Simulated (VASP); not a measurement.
The system is AlGa2Sb3.

```xyz
6
Lattice="3.1538 1.8209 5.1116 -3.1538 1.8209 5.1116 0.0000 -3.6418 5.1116" Properties=species:S:1:pos:R:3 pbc="T T T"
Al    0.0000    0.0000    7.6673
Ga    0.0000    0.0000    3.6832
Ga    0.0000    0.0000   11.6515
Sb    0.0000    1.8209    5.1116
Sb   -1.5769   -0.9104    5.1116
Sb    1.5769   -0.9104    5.1116
```

| Item | Value |
| --- | --- |
| Program | VASP 6.6.1 |
| Task | relaxation of cell and atoms |
| Functional | PBE |
| Potentials or basis | VASP PAW PBE potentials, release 64 (Al, Ga_d, Sb) |
| Cutoff | 600 eV |
| k mesh | 3 × 3 × 3 |
| Occupations | gaussian, width 0.1 eV |
| Spin | no spin polarisation |

At the start: pressure 19.9 GPa; volume 29.35 Å³/atom.

Question: Where does the relaxation end?

Answer: Over 48 steps the energy falls by 1150.5 meV/atom and the volume is 26.79 Å³/atom (-8.7 %); space group R-3m (No. 166, to 0.05 Å).

The path:
| step | energy change (eV) | largest force (eV/Å) | pressure (GPa) | volume (Å³) |
| --- | --- | --- | --- | --- |
| 1 | 0.0000 | 7.9500 | 19.87 | 176.13 |
| 3 | -4.5815 | 1.3452 | -1.35 | 240.66 |
| 5 | -4.8747 | 1.4419 | -1.27 | 230.97 |
| 7 | -6.5732 | 0.5565 | 2.36 | 168.33 |
| 9 | -6.6984 | 0.0823 | 0.01 | 176.41 |
| 11 | -6.7052 | 0.0982 | -0.23 | 177.00 |
| 13 | -6.7125 | 0.1456 | 0.03 | 175.03 |
| 15 | -6.7182 | 0.3232 | 1.87 | 164.26 |
| 17 | -6.7215 | 0.2585 | 1.12 | 168.60 |
| 19 | -6.7293 | 0.2823 | 1.23 | 167.02 |
| 21 | -6.7469 | 0.3719 | 2.00 | 160.69 |
| 23 | -6.7735 | 0.3579 | 1.75 | 159.18 |
| 25 | -6.7951 | 0.3133 | 1.32 | 160.46 |
| 27 | -6.8290 | 0.2018 | -0.23 | 166.82 |
| 29 | -6.8339 | 0.1845 | -0.28 | 167.02 |
| 31 | -6.8426 | 0.0830 | 0.23 | 165.44 |
| 33 | -6.8496 | 0.1137 | -0.01 | 165.90 |
| 35 | -6.8652 | 0.1011 | 0.09 | 164.54 |
| 37 | -6.8773 | 0.0347 | 0.40 | 158.96 |
| 39 | -6.8864 | 0.0796 | 0.30 | 160.18 |
| 41 | -6.8900 | 0.0831 | 0.18 | 160.74 |
| 43 | -6.9002 | 0.0255 | -0.24 | 161.73 |
| 45 | -6.9030 | 0.0084 | 0.12 | 160.85 |
| 47 | -6.9030 | 0.0094 | 0.19 | 160.63 |
| 48 | -6.9030 | 0.0068 | 0.10 | 160.72 |

Final structure:
```cif
data_structure
_symmetry_space_group_name_H-M 'P 1'
_symmetry_Int_Tables_number 1
_cell_length_a 6.1709
_cell_length_b 6.1709
_cell_length_c 6.1709
_cell_angle_alpha 58.569
_cell_angle_beta 58.569
_cell_angle_gamma 58.569
_cell_volume 160.72
loop_
_atom_site_label
_atom_site_type_symbol
_atom_site_fract_x
_atom_site_fract_y
_atom_site_fract_z
_atom_site_occupancy
Al1 Al 0.50000 0.50000 0.50000 1
Ga1 Ga 0.13721 0.13721 0.13721 1
Ga2 Ga 0.86279 0.86279 0.86279 1
Sb1 Sb 0.50000 0.50000 0.00000 1
Sb2 Sb 0.00000 0.50000 0.50000 1
Sb3 Sb 0.50000 0.00000 0.50000 1
```

Caveat: the k points lie up to 0.42 Å⁻¹ apart in the final cell.
